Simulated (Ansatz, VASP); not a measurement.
**BAs in VASP and in Ansatz**

POSCAR

```
BAs
1.0
    0.0000000000      2.3885000000      2.3885000000
    2.3885000000      0.0000000000      2.3885000000
    2.3885000000      2.3885000000      0.0000000000
As B
1 1
Direct
    0.7500000000      0.7500000000      0.7500000000
    0.0000000000      0.0000000000      0.0000000000
```

File INCAR.step1:

```
SYSTEM = BAs
PREC     = Accurate       ! precision mode
ENCUT    = 520            ! plane-wave cutoff, eV
EDIFF    = 1E-5           ! SCF threshold, eV
ISMEAR   = -1             ! smearing method
SIGMA    = 0.05           ! smearing width, eV
LREAL    = .FALSE.        ! projectors in reciprocal space
LASPH    = .TRUE.         ! aspherical terms in the spheres
NELM     = 100            ! most SCF steps
ALGO     = Normal         ! electronic algorithm
ISIF     = 2              ! what is computed and relaxed
LWAVE    = .TRUE.         ! write WAVECAR
LCHARG   = .FALSE.        ! write CHGCAR
NBANDS   = 11             ! bands
GGA      = PE             ! functional
```

The input INCAR.step2:

```
SYSTEM = BAs
PREC     = Accurate       ! precision mode
ENCUT    = 520            ! plane-wave cutoff, eV
EDIFF    = 1E-7           ! SCF threshold, eV
ISMEAR   = -1             ! smearing method
SIGMA    = 0.05           ! smearing width, eV
LREAL    = .FALSE.        ! projectors in reciprocal space
LASPH    = .TRUE.         ! aspherical terms in the spheres
NELM     = 100            ! most SCF steps
ALGO     = Normal         ! electronic algorithm
ISIF     = 2              ! what is computed and relaxed
LWAVE    = .FALSE.        ! write WAVECAR
LCHARG   = .FALSE.        ! write CHGCAR
METAGGA  = R2SCAN         ! meta-GGA
LHFCALC  = .TRUE.         ! exact exchange
AEXX     = 0.25           ! exact-exchange fraction
LMIXTAU  = .TRUE.       
PRECFOCK = Normal       
NBANDS   = 11             ! bands
ISTART   = 1
```

The input KPOINTS:

```
Automatic mesh
0
G
  6 6 6
  0 0 0
```

File input.yaml:

```yaml
crystal:
  lattice:
    - [0.0, 2.3885, 2.3885]
    - [2.3885, 0.0, 2.3885]
    - [2.3885, 2.3885, 0.0]
  atoms:
    - { symbol: As, position: [0.75, 0.75, 0.75] }
    - { symbol: B, position: [0.0, 0.0, 0.0] }
hamiltonian:
  xc: r2scan0
  pseudopotentials: { kind: paw }
kpoints:
  mp_grid: { grid: [6, 6, 6] }
  band_path:
    path:
      - [[0.0, 0.0, 0.0], [0.5, 0.0, 0.5], [0.5, 0.25, 0.75], [0.375, 0.375, 0.75], [0.0, 0.0, 0.0], [0.5, 0.5, 0.5], [0.625, 0.25, 0.625], [0.5, 0.25, 0.75], [0.5, 0.5, 0.5], [0.375, 0.375, 0.75]]
      - [[0.625, 0.25, 0.625], [0.5, 0.0, 0.5]]
    npoints: 4
scf:
  occupations: { method: fermi_dirac, width: 0.05 }
  n_extra_bands: 6
output:
  forces: true
  stress: true
  eigenvalues: true
  fatbands: false
  write_density: true
  write_potential: true
  elf: true
  volumetric_format: npy
```

Alike in both runs: functional r2SCAN0; k mesh 6 × 6 × 6; occupations fermi-dirac, width 0.05 eV; no spin polarisation.

|  | VASP | Ansatz |
| --- | --- | --- |
| version | VASP 6.6.1 | Ansatz 0.2.0 |
| potentials or method | VASP PAW PBE potentials, release 64 (As, B) | Ansatz PAW |
| plane-wave cutoff (eV) | 520 | 500 |
| valence electrons in the cell | 8 | 18 |
| task | single point | band structure |

|  | VASP | Ansatz | Ansatz less VASP |
| --- | --- | --- | --- |
| gap on the k mesh at the Fermi level (eV) | 2.74 | 2.70 | -0.040 |
| least direct gap on the mesh (eV) | 4.87 | 4.84 | -0.033 |
| pressure (GPa) | -2.0 | -1.6 | +0.38 |

VASP's potentials were made for PBE, not for r2SCAN0. VASP's potentials hold 8 valence electrons a cell and Ansatz's 18, so a difference there can come from the potentials and not from the codes.

Noted on Ansatz's run: the k mesh misses the band edges, so the gap on the mesh is wider than the one along the path.
